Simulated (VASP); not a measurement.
## HgTe: electric field gradients with LDA

The system is HgTe.

```xyz
2
Lattice="0.0000 2.9215 2.8339 2.9215 0.0000 2.8339 2.9215 2.9215 0.0000" Properties=species:S:1:pos:R:3 pbc="T T T"
Hg    0.0000    0.0000    0.0000
Te    2.9215    2.9215    2.8339
```

This cell differs from its parent crystal: zz strain of -3 %.

| Quantity | Value |
| --- | --- |
| Program | VASP 6.6.1 |
| Task | electric field gradients |
| Functional | LDA |
| Potentials or basis | VASP PAW LDA potentials, release 64 (Hg, Te) |
| Cutoff | 400 eV |
| k mesh | 10 × 10 × 10 |
| Occupations | fermi-dirac, width 0.08 eV |
| Spin | no spin polarisation |
| Dipole correction | no |
| Further INCAR settings | ALGO = Normal; EDIFF = 1e-08; NBANDS = 16 |

* Pressure: 7.5 GPa
* Band gap on the k mesh: zero (band 9 reaches 6.78 eV, above the bottom of band 10 at 3.13 eV)

Stress tensor (GPa, compression positive):
```
 5.88  0.00  0.00
 0.00  5.88  0.00
 0.00  0.00 10.77
```

Levels at points of the mesh, in eV from the Fermi level:
```tsv
k point	band 6	band 7	band 8	band 9	band 10	band 11	band 12	band 13
(0.00, 0.00, 0.00)	-7.28	-1.12	-0.88	-0.88	-0.28	7.70	7.72	7.72
(0.50, 0.00, 0.00)	-7.08	-6.21	0.36	0.59	2.33	3.52	3.84	4.51
(0.50, 0.50, 0.00)	-5.99	-5.43	-3.20	-3.05	-3.05	4.47	9.91	9.91
(0.50, 0.00, 0.50)	-6.08	-5.43	-3.08	-2.93	-2.75	4.66	9.54	10.51
```

Electric field gradients, principal values (V/Å²):
```
atom    least   middle  greatest (by size)
1 Hg   32.354   32.355             -64.709
2 Te  -18.195  -18.195              36.390
```

It took 70 s on 1 thread of Intel(R) Xeon(R) Platinum 8375C CPU @ 2.90GHz (Ice Lake), on a shared host, peak memory 0.18 GiB.

Caveat: the cell differs from its parent crystal (zz strain of -3 %); without QUAD_EFG the Cq values of the log hold for a quadrupole moment of 1 mb, not for the nuclei; spin-orbit coupling is left out, which moves the levels of the heavy elements.
